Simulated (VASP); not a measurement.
# Sn (Fm-3m) in VASP: notebook, part 2 of 3

VASP 6.6.1. The steps go on from the part before.

**3. Single point, PBEsol**

This run uses another cell than the first one, of 26.51 Å³/atom, 0.969 times its volume.

The input, INCAR:

```
ALGO = Fast ; EDIFF = 1E-6
ENCUT = 520 ; GGA = PS
ISIF = 2 ; ISMEAR = 0
LASPH = True ; LCHARG = True
LELF = True ; LREAL = False
LVHAR = True ; LWAVE = False
NBANDS = 13 ; NELM = 100
PREC = Accurate ; SIGMA = 0.1
```

The input, KPOINTS:

```
k-points
0
Gamma
  20 20 20
```

The input, POSCAR:

```
Sn
1.0
    0.0000000000      2.3667511770      2.3667511770
    2.3667511770      0.0000000000      2.3667511770
    2.3667511770      2.3667511770      0.0000000000
Sn
1
Direct
    0.0000000000      0.0000000000      0.0000000000
```

Potentials or basis: VASP PAW PBE potentials, release 64 (Sn_d).

On the command line:

```
cat potpaw_PBE.64/Sn_d/POTCAR > POTCAR
mpirun -np 1 vasp_std > vasp.out
```

OUTCAR:

```text
EDIFF = 1E-6
   ENCUT = 520
   GGA = PS
   ISIF = 2
   ISMEAR = 0
   LASPH = True
   LREAL = False
   NELM = 100
   PREC = Accurate

 ion  position               nearest neighbor table
   1  0.000  0.000  0.000-

  LATTYP: Found a face centered cubic cell.
 ALAT       =     4.7335023540

  Lattice vectors:

 A1 = (   0.0000000000,   2.3667511770,   2.3667511770)
 A2 = (   2.3667511770,   0.0000000000,   2.3667511770)
 A3 = (   2.3667511770,   2.3667511770,   0.0000000000)

Analysis of symmetry for initial positions (statically):
=====================================================================
 Subroutine PRICEL returns:
 Original cell was already a primitive cell.

 Routine SETGRP: Setting up the symmetry group for a
 face centered cubic supercell.

 Subroutine GETGRP returns: Found 48 space group operations
 (whereof 48 operations were pure point group operations)
 out of a pool of 48 trial point group operations.

The static configuration has the point symmetry O_h .

Analysis of symmetry for dynamics (positions and initial velocities):
=====================================================================
 Subroutine PRICEL returns:
 Original cell was already a primitive cell.

 Routine SETGRP: Setting up the symmetry group for a
 face centered cubic supercell.

 Subroutine GETGRP returns: Found 48 space group operations
 (whereof 48 operations were pure point group operations)
 out of a pool of 48 trial point group operations.

The dynamic configuration has the point symmetry O_h .

 Subroutine INISYM returns: Found 48 space group operations
 (whereof 48 operations are pure point group operations),
 and found     1 'primitive' translations

----------------------------------------------------------------------------------------

                                     Primitive cell

  volume of cell :      26.5148

  direct lattice vectors                    reciprocal lattice vectors
     0.000000000  2.366751177  2.366751177    -0.211260062  0.211260062  0.211260062
[... 108 lines left out ...]
   LORBIT       =      0    0 simple, 1 ext, 2 COOP (PROOUT), +10 PAW based schemes
   GGA     = PS    functional components
   LHFCALC =     F    Hartree Fock is set to
   AEXX    =    0.0000 exact exchange contribution
   IVDW    =     0    specifies the selected vdW correction
   LEPSILON=     F    determine dielectric tensor
   LRPA    =     F    only Hartree local field effects (RPA)
 non-spin polarized calculation
 RMM-DIIS sequential band-by-band and
 Gauss-broadening in eV      SIGMA  =   0.10
  energy-cutoff  :      520.00
  volume of cell :       26.51
 maximum number of plane-waves:       728
 NGX is ok and might be reduce to    28
   NGX = 13   NGY = 13   NGZ = 13

 number of electron      14.0000002 magnetization

 Free energy of the ion-electron system (eV)
  ---------------------------------------------------
  ext. energy  EPLUGINS =         0.00000000
  ---------------------------------------------------
  free energy    TOTEN  =        -4.23401763 eV

  energy without entropy =       -4.23124572  energy(sigma->0) =       -4.23263167

 E-fermi :   8.3015     XC(G=0): -10.6186

 val. band max:        8.2801635105   @ k =   0.4000   0.3000   0.0000
 cond. band min:       8.3127696464   @ k =   0.3000   0.0500   0.0000
 fundamental gap:      0.0326061358
 Fermi energy:         8.3015495947

 k-point     1 :       0.0000    0.0000    0.0000
  band No.  band energies     occupation
      1     -13.1771      2.00000
      2     -13.1771      2.00000
      3     -13.1771      2.00000
      4     -13.0919      2.00000
      5     -13.0919      2.00000
      6      -3.0509      2.00000
      7      16.1743      0.00000
      8      16.1743      0.00000
      9      16.1743      0.00000
     10      18.9304      0.00000
     11      20.2886      0.00000
     12      20.2886      0.00000
     13      20.2886      0.00000
[... 354 lines left out ...]
  band No.  band energies     occupation
      1     -13.1755      2.00000
      2     -13.1625      2.00000
      3     -13.1605      2.00000
      4     -13.0372      2.00000
      5     -13.0247      2.00000
      6      -0.1948      2.00000
      7       5.9791      2.00000
      8      13.5943      0.00000
      9      14.6652      0.00000
     10      18.0580      0.00000
     11      19.0478      0.00000
     12      19.3592      0.00000
     13      20.9216      0.00000

 [... further k-points ...]
[... 5 lines left out ...]
  --------------------------------------------------------------------------------------
  -------------------------------------------------------------------------------------
  Total       -0.0068196     -0.0068196     -0.0068196     -0.0000000      0.0000000     -0.0000000
  in kB       -0.4120815     -0.4120815     -0.4120815     -0.0000000      0.0000000     -0.0000000
  external PRESSURE =      -0.4120815 kB  Pullay stress =       0.0000000 kB

 VOLUME and BASIS-vectors are now :
 -----------------------------------------------------------------------------
  energy-cutoff  :      520.00
  volume of cell :       26.51
      direct lattice vectors                 reciprocal lattice vectors
     0.000000000  2.366751177  2.366751177    -0.211260062  0.211260062  0.211260062
     2.366751177  0.000000000  2.366751177     0.211260062 -0.211260062  0.211260062
     2.366751177  2.366751177  0.000000000     0.211260062  0.211260062 -0.211260062

 POSITION                                       TOTAL-FORCE (eV/Angst)
 -----------------------------------------------------------------------------------
      0.00000      0.00000      0.00000        -0.000000      0.000000      0.000000
 -----------------------------------------------------------------------------------
    total drift:                               -0.000000     -0.000000     -0.000000

  FREE ENERGIE OF THE ION-ELECTRON SYSTEM (eV)
  ---------------------------------------------------
  free  energy   TOTEN  =        -4.2340176254 eV

  energy  without entropy=       -4.2312457171  energy(sigma->0) =       -4.23263167
```

stdout:

```text
POSCAR found type information on POSCAR Sn
 POSCAR found :  1 types and       1 ions
 scaLAPACK will be used
 -----------------------------------------------------------------------------
|                                                                             |
|                                                                             |
|     You enforced a specific xc type in the INCAR file but a different       |
|     I HOPE YOU KNOW WHAT YOU ARE DOING!                                     |
|                                                                             |
 -----------------------------------------------------------------------------

 LDA part: xc-table for (Slater+PW92), standard interpolation
 POSCAR, INCAR and KPOINTS ok, starting setup
 FFT: planning ... GRIDC
 FFT: planning ... GRID_SOFT
 FFT: planning ... GRID
 WAVECAR not read
 entering main loop
WARNING in EDDRMM: call to ZHEGV failed, returncode =   6  3     13
WARNING in EDDRMM: call to ZHEGV failed, returncode =   8  4     11
WARNING in EDDRMM: call to ZHEGV failed, returncode =   6  3     10
```

It took 91 s on 1 thread of Intel Xeon 6975P-C (Granite Rapids), shared host; peak memory 0.21 GiB.

What came out:

```yaml
Free_energy: -4.2340 eV
Pressure: 0.0 GPa
Band_gap_on_the_k_mesh: zero (band 7 reaches 16.17 eV, above the bottom of band 8 at 6.25 eV)
```

Caveat: the PAW data sets were made with another functional, which shifts forces and pressure a little; spin-orbit coupling is left out, which moves the levels of the heavy elements.

(Part 2 of 3 ends here.)
